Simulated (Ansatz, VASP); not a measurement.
Cr2Ni in VASP and in Ansatz

```
Cr Ni
1.0
     4.05855    0.00000    0.00000
    -2.02927    3.51480    0.00000
     0.00000    0.00000    2.39679
Cr Ni
2 1
Cartesian
  0.0000 2.3432 1.1984
  2.0293 1.1716 1.1984
  0.0000 0.0000 0.0000
```

Alike in both runs: functional PBE; k mesh 6 × 6 × 6; occupations gaussian, width 0.1 eV; no spin polarisation.

Ansatz relaxed the structure, and its values are those at the end. VASP's run is a single point on that final structure, the one shown.

|  | VASP | Ansatz |
| --- | --- | --- |
| version | VASP 6.6.1 | Ansatz 0.2.0 |
| potentials or method | VASP PAW PBE potentials, release 64 (Cr_pv, Ni), cutoff 520 eV | scalar-relativistic, plane waves, PAW |
| valence electrons in the cell | 34 | 46 |

Ansatz gave:

| Property | Result |
| --- | --- |
| gap on the k mesh at the Fermi level (eV) | none |
| pressure (GPa) | 0.1 |

What did VASP give for the same quantities?

gap on the k mesh at the Fermi level (eV): none; pressure (GPa): -0.1.

A gap of «none» marks a metal or a gap that the smearing closes. VASP's potentials hold 34 valence electrons a cell and Ansatz's 46, so a difference there can come from the potentials and not from the codes.

The k mesh is coarse, so the values compare programs but aren't converged.
